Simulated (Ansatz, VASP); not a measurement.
Pb: VASP beside Ansatz

Contents of INCAR:

```
SYSTEM = Pb
PREC = Accurate ; ENCUT = 520
EDIFF = 1E-7 ; ISMEAR = -1
SIGMA = 0.05 ; LREAL = .False.
LASPH = .True. ; NELM = 100
ALGO = Normal ; ISIF = 2
LWAVE = .False. ; LCHARG = .True.
GGA = PE ; LELF = .True.
LVHAR = .True. ; NBANDS = 21
```

File KPOINTS:

```
regular mesh
0
Gamma
  7 7 7
  0 0 0
```

The input POSCAR:

```
Pb
1.0
    0.0000000000      3.4159188228      3.4159188228
    3.4159188228      0.0000000000      3.4159188228
    3.4159188228      3.4159188228      0.0000000000
Pb
2
Direct
    0.2500000000      0.2500000000      0.2500000000
    0.0000000000      0.0000000000      0.0000000000
```

The input input.yaml:

```yaml
crystal:
  lattice:
    - [0.0, 3.4159188228, 3.4159188228]
    - [3.4159188228, 0.0, 3.4159188228]
    - [3.4159188228, 3.4159188228, 0.0]
  atoms:
    - { symbol: Pb, position: [0.25, 0.25, 0.25] }
    - { symbol: Pb, position: [0.0, 0.0, 0.0] }
kpoints:
  mp_grid: { grid: [7, 7, 7] }
scf:
  occupations: { method: fermi_dirac, width: 0.05 }
hamiltonian:
  xc: pbe
  pseudopotentials: { kind: all_electron, lapw: { basis_error: 0.0005 } }
output:
  forces: true
  stress: true
  eigenvalues: true
```

Change from the starting cell: volume scaled by 0.98.

Alike in both runs: task single point; functional PBE; k mesh 7 × 7 × 7; occupations fermi-dirac, width 0.05 eV; no spin polarisation.

```csv
,VASP,Ansatz
version,VASP 6.6.1,Ansatz 0.2.0
potentials or method,"VASP PAW PBE potentials, release 64 (Pb_d), cutoff 520 eV","all-electron LAPW, scalar-relativistic"
```

Ansatz gave:

| Item | Value |
| --- | --- |
| gap on the k mesh at the Fermi level (eV) | none |
| pressure (GPa) | 3.2 |

Problem. Which values does VASP return?

Solution. gap on the k mesh at the Fermi level (eV): none; pressure (GPa): 3.1.

A gap of «none» marks a metal or a gap that the smearing closes. Ansatz ran all-electron here, and VASP with PAW potentials.

Spin-orbit coupling is off throughout.
